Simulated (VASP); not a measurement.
Runs of VASP 6.6.1 on Na. The structure is that of space group P6/mmm (No. 191), or close to it. The cells are those of the table. 

```tsv
task	cell	k mesh	cutoff (eV)	gap on the mesh (eV)	pressure (GPa)	relaxed volume (Å³/atom)
single point	a = 5.865, b = 5.865, c = 3.421 Å, angles 90.0, 90.0, 120.0°, 2 atoms	12 × 12 × 16	520	none	0.0	-
single point	a = 5.732, b = 5.732, c = 3.377 Å, angles 90.0, 90.0, 120.0°, 2 atoms	6 × 6 × 6	520	none	0.3	-
relaxation of cell and atoms	relaxed from a = 5.732, b = 5.732, c = 3.377 Å, angles 90.0, 90.0, 120.0°, 2 atoms	12 × 12 × 16	600	none	0.0	51.16
relaxation of cell and atoms	relaxed from a = 5.012, b = 5.012, c = 3.648 Å, angles 90.0, 90.0, 120.0°, 2 atoms	6 × 6 × 6	600	none	0.1	(a)
```

Alike in all rows: level PBE; potentials or basis VASP PAW PBE potentials, release 64 (Na_pv); no spin polarisation; smearing gaussian 0.1 eV.

Q: Fill in the values left out.

A: (a) 49.91.

Caveats: the volume moved by over 15 % at a fixed basis, so the end points are rough (some runs).

A gap of «none» marks levels without a gap at the run's occupations.
